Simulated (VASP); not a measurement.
# Ag: single point with revPBE+D4

The system is Ag.

```xyz
1
Lattice="0.0000 2.0347 2.0347 2.0347 0.0000 2.0347 2.0347 2.0347 0.0000" Properties=species:S:1:pos:R:3 pbc="T T T"
Ag    0.0000    0.0000    0.0000
```

| Property | Result |
| --- | --- |
| Program | VASP 6.6.1 |
| Task | single point |
| Functional | revPBE |
| Dispersion | D4 |
| Potentials or basis | VASP PAW PBE potentials, release 64 (Ag) |
| Cutoff | 520 eV |
| k mesh | 11 × 11 × 11 |
| Occupations | fermi-dirac, width 0.05 eV |
| Spin | no spin polarisation |
| Dipole correction | no |
| Further INCAR settings | ALGO = Normal; EDIFF = 1e-06; NBANDS = 12 |

* Pressure: -0.2 GPa
* Dispersion energy per atom: -0.974 eV

Levels at points of the mesh, in eV from the Fermi level:
```
           k point  band 2  band 3  band 4  band 5  band 6  band 7  band 8  band 9  band 10  band 11
(0.00, 0.00, 0.00)   -5.13   -5.13   -5.13   -4.07   -4.07   15.79   19.46   19.46    19.46    24.25
```

Wall time 6.2 s on 1 thread of Intel Xeon 6975P-C (shared host), peak memory 0.15 GiB.

Caveat: the PAW data sets were made with another functional, which shifts forces and pressure a little; pairwise dispersion overbinds metals, which lowers pressure and volume.
